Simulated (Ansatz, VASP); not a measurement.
## One calculation of PtSe2, two programs

POSCAR

```
PtSe2
1.0
    3.6727206110      0.0000000000      0.0000000000
   -1.8363603055      3.1806693501      0.0000000000
    0.0000000000      0.0000000000      5.1979992504
Pt Se
1 2
Direct
    0.0000000000      0.0000000000      0.0000000000
    0.3333333333      0.6666666667      0.2544279849
    0.6666666667      0.3333333333      0.7455720151
```

INCAR.step1

```
PREC = Accurate
ENCUT = 520
ISMEAR = -1
SIGMA = 0.02
LREAL = F
LASPH = T
NELM = 100
NBANDS = 18
GGA = PE
ALGO = Normal
EDIFF = 1E-4
LWAVE = T
LCHARG = F
```

File INCAR.step2:

```
PREC = Accurate
ENCUT = 520
EDIFF = 1E-7
ISMEAR = -1
SIGMA = 0.02
LREAL = F
LASPH = T
NELM = 100
ALGO = Normal
ISIF = 2
LWAVE = F
LCHARG = F
METAGGA = R2SCAN
LMIXTAU = T
NBANDS = 18
ISTART = 1
```

KPOINTS

```
regular mesh
0
Gamma
  12 12 6
```

Input for Ansatz:

```yaml
crystal:
  lattice:
    - [3.672720611, 0.0, 0.0]
    - [-1.8363603055, 3.1806693501, 0.0]
    - [0.0, 0.0, 5.1979992504]
  atoms:
    - { symbol: Pt, position: [0.0, 0.0, 0.0] }
    - { symbol: Se, position: [0.3333333333, 0.6666666667, 0.2544279849] }
    - { symbol: Se, position: [0.6666666667, 0.3333333333, 0.7455720151] }
kpoints:
  mp_grid: { grid: [12, 12, 6] }
  band_path:
    path:
      - [0.0, 0.0, 0.0]
      - [0.5, 0.0, 0.0]
      - [0.3333333333, 0.3333333333, 0.0]
      - [0.0, 0.0, 0.5]
      - [0.5, 0.0, 0.5]
      - [0.3333333333, 0.3333333333, 0.5]
      - [0.0, 0.25, 0.3333333333]
      - [0.0, 0.285156, 0.294271]
    npoints: 1
hamiltonian:
  xc: r2scan
scf:
  occupations: { method: fermi_dirac, width: 0.02 }
  n_extra_bands: 4
output:
  forces: true
  stress: true
  eigenvalues: true
```

Change from the starting cell: hydrostatic strain -1.5%.

Alike in both runs: task single point; functional r2SCAN; k mesh 12 × 12 × 6; occupations fermi-dirac, width 0.02 eV; no spin polarisation.

|  | VASP | Ansatz |
| --- | --- | --- |
| version | VASP 6.6.1 | Ansatz 0.2.0 |
| potentials or method | VASP PAW PBE potentials, release 64 (Pt, Se) | plane waves, PAW |
| plane-wave cutoff (eV) | 520 | 500 |
| valence electrons in the cell | 22 | 50 |

```csv
,VASP,Ansatz,Ansatz less VASP
pressure (GPa),4.9,4.8,-0.10
"traceless stress, the component that is largest in VASP (GPa)",-1.97,-1.91,+0.058
rms of the force components (eV/Å),0.008,0.017,+0.0083
```

VASP's potentials were made for PBE, not for r2SCAN. Atom by atom the forces differ by 0.008 eV/Å (rms over components). With one functional, cell and mesh, what is left measures potentials, basis and numerics. VASP's potentials hold 22 valence electrons a cell and Ansatz's 50, so a difference there can come from the potentials and not from the codes.

Spin-orbit coupling is off throughout.
